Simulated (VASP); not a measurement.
Write the native input for VASP 6.6.1 that does the following.

| Item | Value |
| --- | --- |
| Task | single point |
| Functional | PBE |
| Potentials or basis | VASP PAW PBE potentials, release 64 (Cd, S) |
| Cutoff | 520 eV |
| k mesh | 8 × 8 × 8 |
| Occupations | gaussian, width 0.05 eV |
| Spin | no spin polarisation |
| Dipole correction | no |
| Further INCAR settings | ALGO = Normal; EDIFF = 1e-07; NBANDS = 16 |

The structure of CdS lies in POSCAR:

```
CdS
1.0
    0.0000000000      2.6772000000      3.1428000000
    2.6772000000      0.0000000000      3.1428000000
    2.6772000000      2.6772000000      0.0000000000
Cd S
1 1
Direct
    0.0000000000      0.0000000000      0.0000000000
    0.7500000000      0.7500000000      0.7500000000
```

This cell differs from its parent crystal: strain -0.080 along x and y, +0.080 along z.

The input as run:

INCAR

```
  ALGO = Normal
  EDIFF = 1E-7
  ENCUT = 520
  GGA = PE
  ISIF = 2
  ISMEAR = 0
  LASPH = True
  LCHARG = True
  LELF = True
  LREAL = False
  LVHAR = True
  LWAVE = False
  NBANDS = 16
  NELM = 100
  PREC = Accurate
  SIGMA = 0.05
```

KPOINTS

```
k-points
0
Gamma
  8 8 8
```

Potentials or basis: VASP PAW PBE potentials, release 64 (Cd, S).

Run with:

```bash
$ cat potpaw_PBE.64/Cd/POTCAR potpaw_PBE.64/S/POTCAR > POTCAR
$ mpirun -np 1 vasp_std > vasp.out
```

It gave:

* Pressure: 10.2 GPa
* Band gap on the k mesh: 1.08 eV, direct

Caveat: the cell differs from its parent crystal (strain -0.080 along x and y, +0.080 along z).

It took 28 s on 1 thread of Intel Xeon 6975P-C, with other jobs on the host, peak memory 0.19 GiB.
